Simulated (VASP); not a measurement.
# H10CO5 in VASP: notebook, part 2 of 2

VASP 6.6.1. Earlier steps stand in the parts before.

### 4 Single point, PBE+D3(BJ)

Contents of INCAR:

```
PREC = Accurate
ENCUT = 520
EDIFF = 1E-6
ISMEAR = -1
SIGMA = 0.02
LREAL = F
LASPH = T
NELM = 120
ALGO = Normal
ISIF = 2
LWAVE = F
LCHARG = F
GGA = PE
IVDW = 12
NELECT = 53.0
NBANDS = 36
GGA_COMPAT = F
```

Contents of KPOINTS:

```
Automatic mesh
0
Gamma
  1 1 1
```

Contents of POSCAR:

```
H10CO5
1.0
    5.8392500000      0.0000000000      0.0000000000
    0.0000000000      5.8392500000      0.0000000000
    0.0000000000      0.0000000000      5.8392500000
O H C
5 10 1
Direct
    0.2479256754      0.6783919168      0.9800402449
    0.4896005480      0.4303977394      0.6477030441
    0.1735839363      0.4371109303      0.3257952648
    0.8280515477      0.7320118166      0.5705527251
    0.7000214069      0.0892922892     -0.1145181316
    0.0524382412      1.0309885687      0.9013657576
    0.3319090637      0.6367427324      0.8426938391
    0.4806952948      0.4077064692      0.4690157126
    0.5719227641      0.2203022648      0.6464871345
    0.2119279017      0.5146551355      0.1539410027
   -0.0137003896      0.4803527850      0.3652866378
    0.7619642934      0.8939846727      0.6008990881
    0.6875198013      0.6364515991      0.5490431134
    0.7170098900     -0.2690414009      0.1007663655
    0.4865008349     -0.0722181787      0.1962409556
    0.6516419061     -0.0947039431      0.1014342595
```

Potentials or basis: VASP PAW PBE potentials, release 64 (O, H, C).

On the command line:

```bash
$ cat potpaw_PBE.64/O/POTCAR potpaw_PBE.64/H/POTCAR potpaw_PBE.64/C/POTCAR > POTCAR
$ mpirun -np 1 vasp_gam > vasp.out
```

OUTCAR:

```text
PREC = Accurate
   ENCUT = 520
   EDIFF = 1E-6
   ISMEAR = -1
   LREAL = F
   LASPH = T
   NELM = 120
   ISIF = 2
   GGA = PE
   IVDW = 12
   NELECT = 53.0
 IVDW          = 12

 ion  position               nearest neighbor table
   1  0.248  0.678  0.980-   7 0.97  10 1.41
   2  0.490  0.430  0.648-   8 1.05   9 1.32
   3  0.174  0.437  0.326-  10 1.12  11 1.15
   4  0.828  0.732  0.571-  13 1.00  12 1.04
   5  0.700  0.089  0.885-  16 1.68
   6  0.052  0.031  0.901-
   7  0.332  0.637  0.843-   1 0.97
   8  0.481  0.408  0.469-   2 1.05
   9  0.572  0.220  0.646-   2 1.32
  10  0.212  0.515  0.154-   3 1.12   1 1.41
  11  0.986  0.480  0.365-   3 1.15
  12  0.762  0.894  0.601-   4 1.04
  13  0.688  0.636  0.549-   4 1.00
  14  0.717  0.731  0.101-  16 1.09
  15  0.487  0.928  0.196-  16 1.12
  16  0.652  0.905  0.101-  14 1.09  15 1.12   5 1.68

  LATTYP: Found a simple cubic cell.
 ALAT       =     5.8392500000

  Lattice vectors:

 A1 = (   5.8392500000,   0.0000000000,   0.0000000000)
 A2 = (   0.0000000000,   5.8392500000,   0.0000000000)
 A3 = (   0.0000000000,   0.0000000000,   5.8392500000)

Analysis of symmetry for initial positions (statically):
=====================================================================
 Subroutine PRICEL returns:
 Original cell was already a primitive cell.

 Routine SETGRP: Setting up the symmetry group for a
 simple cubic supercell.

 Subroutine GETGRP returns: Found  1 space group operations
 (whereof  1 operations were pure point group operations)
 out of a pool of 48 trial point group operations.

The static configuration has the point symmetry C_1 .

[... 133 lines left out ...]
   IALGO  =     38    algorithm
   IMIX   =      4    mixing-type and parameters
     AMIX     =   0.40;   BMIX     =  1.00
     AMIX_MAG =   1.60;   BMIX_MAG =  1.00
  volume/ion in A,a.u.               =      12.44        83.97
  Fermi-wavevector in a.u.,A,eV,Ry     =   1.053116  1.990101 15.089598  1.109054
  Thomas-Fermi vector in A             =   2.188226
   LORBIT       =      0    0 simple, 1 ext, 2 COOP (PROOUT), +10 PAW based schemes
   GGA     = PE    functional components
   LHFCALC =     F    Hartree Fock is set to
   AEXX    =    0.0000 exact exchange contribution
   IVDW    =    12    specifies the selected vdW correction
   LEPSILON=     F    determine dielectric tensor
   LRPA    =     F    only Hartree local field effects (RPA)
 non-spin polarized calculation
  energy-cutoff  :      520.00
  volume of cell :      199.10
 maximum number of plane-waves:      2689
 NGX is ok and might be reduce to    42
   NGX = 21   NGY = 21   NGZ = 21

 number of electron      52.9999995 magnetization

 Free energy of the ion-electron system (eV)
  ---------------------------------------------------
  ext. energy  EPLUGINS =         0.00000000
  ---------------------------------------------------
  free energy    TOTEN  =       -69.64959835 eV

  energy without entropy =      -69.62187185  energy(sigma->0) =      -69.63573510

 E-fermi :   1.9279     XC(G=0):  -8.2860

 val. band max:        1.9279073584   @ k =   0.0000   0.0000   0.0000
 cond. band min:       2.9686955461   @ k =   0.0000   0.0000   0.0000
 fundamental gap:      1.0407881878
 Fermi energy:         1.9279074415

 k-point     1 :       0.0000    0.0000    0.0000
  band No.  band energies     occupation
      1     -23.2219      2.00000
      2     -21.6821      2.00000
      3     -21.1410      2.00000
      4     -20.4477      2.00000
      5     -18.0717      2.00000
      6     -12.1387      2.00000
[... 28 lines left out ...]
     35       5.6357      0.00000
     36       5.8960      0.00000

------------------------ aborting loop because EDIFF is reached ----------------------------------------

 Edisp (eV)   -0.55338

 E8    (eV) :    -0.1167

  FORCE on cell =-STRESS in cart. coord.  units (eV):
  Direction    XX          YY          ZZ          XY          YZ          ZX
  --------------------------------------------------------------------------------------
  -------------------------------------------------------------------------------------
  Total      31.78066    32.11769    31.13034    -2.28859     0.38150     2.14589
  in kB     255.74215   258.45426   250.50892   -18.41655     3.06996    17.26816
  external pressure =      254.90 kB  Pullay stress =        0.00 kB

 VOLUME and BASIS-vectors are now :
 -----------------------------------------------------------------------------
  energy-cutoff  :      520.00
  volume of cell :      199.10
      direct lattice vectors                 reciprocal lattice vectors
     5.839250000  0.000000000  0.000000000     0.171254870  0.000000000  0.000000000
     0.000000000  5.839250000  0.000000000     0.000000000  0.171254870  0.000000000
     0.000000000  0.000000000  5.839250000     0.000000000  0.000000000  0.171254870

 POSITION                                       TOTAL-FORCE (eV/Angst)
 -----------------------------------------------------------------------------------
      1.44770      3.96130      5.72270        -1.452252     -1.688615      0.770160
      2.85890      2.51320      3.78210        -0.016783     -0.085440     -0.355782
      1.01360      2.55240      1.90240         0.366016     -0.393971     -1.005083
      4.83520      4.27440      3.33160         0.292285      0.858178      0.657568
      4.08760      0.52140      5.17055        -1.091177     -1.393889      0.671895
      0.30620      0.18095      5.26330         1.304271      0.967886      0.313445
[... 8 lines left out ...]
      2.84080      5.41755      1.14590         0.598023     -0.429650     -0.612124
      3.80510      5.28625      0.59230         0.423382      3.055859      0.254900
 -----------------------------------------------------------------------------------
    total drift:                               -0.001838      0.000045      0.000923

  FREE ENERGIE OF THE ION-ELECTRON SYSTEM (eV)
  ---------------------------------------------------
  free  energy   TOTEN  =       -70.2029819373 eV

  energy  without entropy=      -70.1752554359  energy(sigma->0) =      -70.18911869
```

OSZICAR:

```text
N       E                     dE             d eps       ncg     rms          rms(c)
DAV:   1     0.431288790246E+03    0.43129E+03   -0.29550E+04    72   0.135E+03
DAV:   2    -0.378460224584E+02   -0.46913E+03   -0.45655E+03    96   0.310E+02
DAV:   3    -0.850120303766E+02   -0.47166E+02   -0.46790E+02    88   0.105E+02
DAV:   4    -0.861565968513E+02   -0.11446E+01   -0.11362E+01    88   0.160E+01
DAV:   5    -0.861719450756E+02   -0.15348E-01   -0.15341E-01    88   0.190E+00    0.251E+01
DAV:   6    -0.722840209616E+02    0.13888E+02   -0.18369E+02    96   0.494E+01    0.130E+01
DAV:   7    -0.698304790747E+02    0.24535E+01   -0.21611E+01    96   0.186E+01    0.603E+00
DAV:   8    -0.697363714110E+02    0.94108E-01   -0.29711E+00    96   0.764E+00    0.360E+00
DAV:   9    -0.696611862515E+02    0.75185E-01   -0.57538E-01    84   0.424E+00    0.140E+00
DAV:  10    -0.696518580397E+02    0.93282E-02   -0.14266E-01    96   0.198E+00    0.490E-01
DAV:  11    -0.696491988074E+02    0.26592E-02   -0.47450E-02    88   0.964E-01    0.228E-01
DAV:  12    -0.696492276869E+02   -0.28879E-04   -0.35314E-03    96   0.327E-01    0.129E-01
DAV:  13    -0.696495620988E+02   -0.33441E-03   -0.17497E-03    84   0.251E-01    0.498E-02
DAV:  14    -0.696495855671E+02   -0.23468E-04   -0.17562E-04    88   0.923E-02    0.286E-02
DAV:  15    -0.696495999161E+02   -0.14349E-04   -0.14859E-04    84   0.709E-02    0.150E-02
DAV:  16    -0.696495979277E+02    0.19884E-05   -0.14194E-05    96   0.296E-02    0.649E-03
DAV:  17    -0.696495983521E+02   -0.42441E-06   -0.62521E-06    84   0.143E-02
   1 F= -.70202982E+02 E0= -.70189119E+02  d E =-.277265E-01
```

Run time: 19 s. Hardware: 1 thread of Intel Xeon Platinum 8375C at 2.90GHz (Ice Lake), shared host; peak memory 0.33 GiB.

Results:

```
Free energy                : -70.2030 eV
Largest force              : 3.096 eV/Å
Dispersion energy per atom : -0.035 eV
```

Forces on the atoms (eV/Å):
```
O   -1.452 -1.689  0.770
O   -0.017 -0.085 -0.356
O    0.366 -0.394 -1.005
O    0.292  0.858  0.658
O   -1.091 -1.394  0.672
H    1.304  0.968  0.313
H    0.214  0.060 -0.569
H   -0.074  0.630  0.135
H    0.086 -0.720  0.009
H   -0.203  0.300  0.656
H   -0.370 -0.657 -1.032
H    0.057  0.078  0.177
H   -0.275  0.078  0.291
H    0.141 -0.659 -0.363
H    0.598 -0.430 -0.612
C    0.423  3.056  0.255
```

Caveat: the k points lie up to 1.08 Å⁻¹ apart; the cell carries a net charge on a neutralising background, which shifts energy and pressure; the cell is charged against a uniform background, so pressure and absolute levels hang on convention; an odd number of electrons without spin polarisation forces a metal; a magnetic or distorted state may lie lower.

### 5 Molecular dynamics, PBE+D3(BJ)

Contents of INCAR:

```
SYSTEM = H10CO5
PREC = Normal ; ENCUT = 440
EDIFF = 1E-5 ; ISMEAR = -1
SIGMA = 0.02 ; LREAL = .FALSE.
LASPH = .TRUE. ; NELM = 120
ALGO = Normal ; ISIF = 2
LWAVE = .FALSE. ; LCHARG = .FALSE.
GGA = PE ; IVDW = 12
NBANDS = 36 ; NELECT = 53.0
IBRION = 0 ; NSW = 25
POTIM = 0.5 ; TEBEG = 250.0
TEEND = 250.0 ; ISYM = 0
NELMIN = 4 ; RANDOM_SEED = 784444 0 0
MDALGO = 2 ; SMASS = 0
GGA_COMPAT = .FALSE. ; MAXMIX = 40
```

Contents of KPOINTS:

```
regular mesh
0
G
  1 1 1
  0 0 0
```

Contents of POSCAR:

```
H10CO5
1.0
    5.8392500000      0.0000000000      0.0000000000
    0.0000000000      5.8392500000      0.0000000000
    0.0000000000      0.0000000000      5.8392500000
O H C
5 10 1
Direct
    0.2567728300      0.6856610200      0.9729858400
    0.4865217300      0.4450364900      0.6381061400
    0.1663048300      0.4421940900      0.3359870500
    0.8328118400      0.7232865100      0.5650434200
    0.6906995200      0.0647652500     -0.0879054100
    0.1514139700      0.7638637300      0.8735717300
    0.3265485900      0.5940109700      0.8506820500
    0.3712137300      0.4044237700      0.5157972800
    0.5588236400      0.3204075200      0.7226703400
    0.1865360900      0.5336348600      0.1885682200
    0.0486283500      0.5338915900      0.4243725600
    0.7904976400      0.8637901300      0.6531844200
    0.7055612200      0.6192702300      0.5882714300
    0.7057972300     -0.2520399800      0.0479528000
    0.5708745700     -0.0213922800      0.2242805700
    0.6490195400     -0.0762418000      0.0598399000
```

Potentials or basis: VASP PAW PBE potentials, release 64 (O, H, C).

On the command line:

```bash
$ cat potpaw_PBE.64/O/POTCAR potpaw_PBE.64/H/POTCAR potpaw_PBE.64/C/POTCAR > POTCAR
$ mpirun -np 1 vasp_gam > vasp.out
```

OUTCAR:

```text
SYSTEM = H10CO5
   PREC = Normal
   ENCUT = 440
   EDIFF = 1E-5
   ISMEAR = -1
   LREAL = .FALSE.
   LASPH = .TRUE.
   NELM = 120
   ISIF = 2
   GGA = PE
   IVDW = 12
   NELECT = 53.0
   IBRION = 0
   NSW = 25
   POTIM = 0.5
   TEBEG = 250.0
   ISYM = 0
   NELMIN = 4
 IVDW          = 12

 ion  position               nearest neighbor table
   1  0.257  0.686  0.973-   6 0.96   7 0.98
   2  0.487  0.445  0.638-   9 0.98   8 1.01
   3  0.166  0.442  0.336-  11 1.01  10 1.02
   4  0.833  0.723  0.565-  13 0.97  12 1.00
   5  0.691  0.065  0.912-  16 1.22
   6  0.151  0.764  0.874-   1 0.96
   7  0.327  0.594  0.851-   1 0.98
   8  0.371  0.404  0.516-   2 1.01
   9  0.559  0.320  0.723-   2 0.98
  10  0.187  0.534  0.189-   3 1.02
  11  0.049  0.534  0.424-   3 1.01
[... 344 lines left out ...]

[... ionic steps 4 to 22 ...]

--------------------------------------- Ionic step       23  -------------------------------------------

 number of electron      52.9999955 magnetization

------------------------ aborting loop because EDIFF is reached ----------------------------------------
[... 123 lines left out ...]
--------------------------------------- Ionic step       25  -------------------------------------------

 number of electron      52.9999958 magnetization

 Free energy of the ion-electron system (eV)
  ---------------------------------------------------
  ext. energy  EPLUGINS =         0.00000000
  ---------------------------------------------------
  free energy    TOTEN  =       -67.40307046 eV

  energy without entropy =      -67.37533012  energy(sigma->0) =      -67.38920029

 E-fermi :   2.3445     XC(G=0):  -8.3095

 val. band max:        2.3445205597   @ k =   0.0000   0.0000   0.0000
 cond. band min:       3.1920516722   @ k =   0.0000   0.0000   0.0000
 fundamental gap:      0.8475311125
 Fermi energy:         2.3445231044

 k-point     1 :       0.0000    0.0000    0.0000
  band No.  band energies     occupation
      1     -23.8316      2.00000
      2     -23.0668      2.00000
      3     -22.5782      2.00000
      4     -20.4543      2.00000
      5     -19.4289      2.00000
      6     -11.9709      2.00000
[... 81 lines left out ...]
  ENERGY OF THE ELECTRON-ION-THERMOSTAT SYSTEM (eV)
  ---------------------------------------------------
% ion-electron   TOTEN  =       -67.928551  see above
  kinetic energy EKIN   =         0.490839
  kin. lattice  EKIN_LAT=         0.000000  (temperature  253.15 K)
  nose potential ES     =         2.544522
  nose kinetic   EPS    =         1.428440
  ---------------------------------------------------
  total energy   ETOTAL =       -63.464750 eV
```

Run time: 85 s. Hardware: 1 thread of Intel Xeon Platinum 8375C at 2.90GHz (Ice Lake), shared host; peak memory 0.2 GiB.

Results:

| Property | Result |
| --- | --- |
| Dispersion energy per atom | -0.033 eV |

The path:
```tsv
step	potential energy change (eV)	largest force (eV/Å)	pressure (GPa)	volume (Å³)	temperature (K)
1	0.0000	11.2205	35.98	199.10	259
2	-0.0797	10.9676	35.31	199.10	290
3	-0.1792	10.4750	34.50	199.10	339
4	-0.2852	9.7870	33.65	199.10	389
5	-0.3942	8.9702	32.76	199.10	433
6	-0.5090	8.0896	31.93	199.10	471
7	-0.6339	7.1942	31.16	199.10	502
8	-0.7723	6.3255	30.47	199.10	525
9	-0.9252	5.5143	29.88	199.10	539
10	-1.0920	4.7713	29.38	199.10	543
11	-1.2717	4.1122	29.02	199.10	539
12	-1.4628	3.5368	28.75	199.10	527
13	-1.6636	3.0441	28.60	199.10	508
14	-1.8713	3.0205	28.51	199.10	486
15	-2.0814	3.2344	28.49	199.10	459
16	-2.2897	3.4090	28.49	199.10	431
17	-2.4934	3.5643	28.53	199.10	402
18	-2.6920	3.6919	28.58	199.10	373
19	-2.8860	3.7853	28.63	199.10	347
20	-3.0765	3.8308	28.65	199.10	325
21	-3.2641	3.8330	28.63	199.10	306
22	-3.4490	3.8022	28.56	199.10	290
23	-3.6303	3.7471	28.46	199.10	277
24	-3.8065	3.6735	28.32	199.10	265
25	-3.9755	3.5891	28.15	199.10	253
```

Caveat: the k points lie up to 1.08 Å⁻¹ apart; the cell carries a net charge on a neutralising background, which shifts energy and pressure; the cell is charged against a uniform background, so pressure and absolute levels hang on convention; the cutoff is under 1.25 times the usual one of these potentials, so pressure, stress and relaxed cells hold a basis-set (Pulay) error.
